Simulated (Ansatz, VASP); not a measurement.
**KTaO3: VASP beside Ansatz**

```
K Ta O
1.0
     4.06844    0.00000    0.00000
     0.00000    4.06844    0.00000
     0.00000    0.00000    4.06844
K Ta O
1 1 3
Direct
  0.50000 0.50000 0.50000
  0.00000 0.00000 0.00000
  0.50000 0.00000 0.00000
  0.00000 0.50000 0.00000
  0.00000 0.00000 0.50000
```

Alike in both runs: task single point; functional r2SCAN; k mesh 6 × 6 × 6; occupations gaussian, width 0.02 eV; no spin polarisation.

```csv
,VASP,Ansatz
version,VASP 6.6.1,Ansatz 0.2.0
potentials or method,"VASP PAW PBE potentials, release 64 (K_sv, Ta_pv, O), cutoff 520 eV","scalar-relativistic, plane waves, PAW"
valence electrons in the cell,38,40
```

Ansatz gave:

```
gap on the k mesh at the Fermi level (eV) : 2.47
least direct gap on the mesh (eV)         : 3.12
pressure (GPa)                            : -10.7
```

**Question.** What did VASP give for the same quantities?

**Answer.** gap on the k mesh at the Fermi level (eV): 2.44; least direct gap on the mesh (eV): 3.11; pressure (GPa): -10.0.

VASP's potentials were made for PBE, not for r2SCAN. VASP's potentials hold 38 valence electrons a cell and Ansatz's 40, so a difference there can come from the potentials and not from the codes.

Spin-orbit coupling is off throughout.
